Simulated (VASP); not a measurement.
Set up this calculation in VASP 6.6.1, as the native input.

```yaml
Task: single point
Functional: PBE
Potentials_or_basis: VASP PAW PBE potentials, release 64 (Nb_sv, Sn_d, Te)
Cutoff: 520 eV
k_mesh: 6 × 6 × 4
Occupations: gaussian, width 0.1 eV
Spin: no spin polarisation
Dipole_correction: no
Further_INCAR_settings: ALGO = Normal; EDIFF = 1e-06; NBANDS = 34
```

The structure of NbSnTe4 lies in POSCAR:

```
NbSnTe4
1.0
    5.3976841863      0.0000000000      0.0000000000
   -2.6988420932      4.6745316270      0.0000000000
    0.0000000000      0.0000000000      6.3863464962
Nb Sn Te
1 1 4
Direct
    0.0000000000      0.0000000000      0.5000000000
    0.0000000000      0.0000000000      0.0000000000
    0.3333333333      0.6666666667      0.7326894061
    0.3333333333      0.6666666667      0.2673105939
    0.6666666667      0.3333333333      0.7326894061
    0.6666666667      0.3333333333      0.2673105939
```

One way to write it, as run:

INCAR

```
ALGO = Normal
EDIFF = 1E-6
ENCUT = 520
GGA = PE
ISIF = 2
ISMEAR = 0
LASPH = True
LCHARG = False
LREAL = False
LWAVE = False
NBANDS = 34
NELM = 80
PREC = Accurate
SIGMA = 0.1
```

KPOINTS

```
k-points
0
Gamma
  6 6 4
```

Potentials or basis: VASP PAW PBE potentials, release 64 (Nb_sv, Sn_d, Te).

The run is started by

```sh
$ cat potpaw_PBE.64/Nb_sv/POTCAR potpaw_PBE.64/Sn_d/POTCAR potpaw_PBE.64/Te/POTCAR > POTCAR
$ mpirun -np 1 vasp_std > vasp.out
```

Results of the run:

* Pressure: 0.0 GPa
* Largest force: 0.022 eV/Å

Run time: 83 s on 1 thread of Intel(R) Xeon(R) 6975P-C (Granite Rapids), with other jobs on the host, peak memory 0.32 GiB.
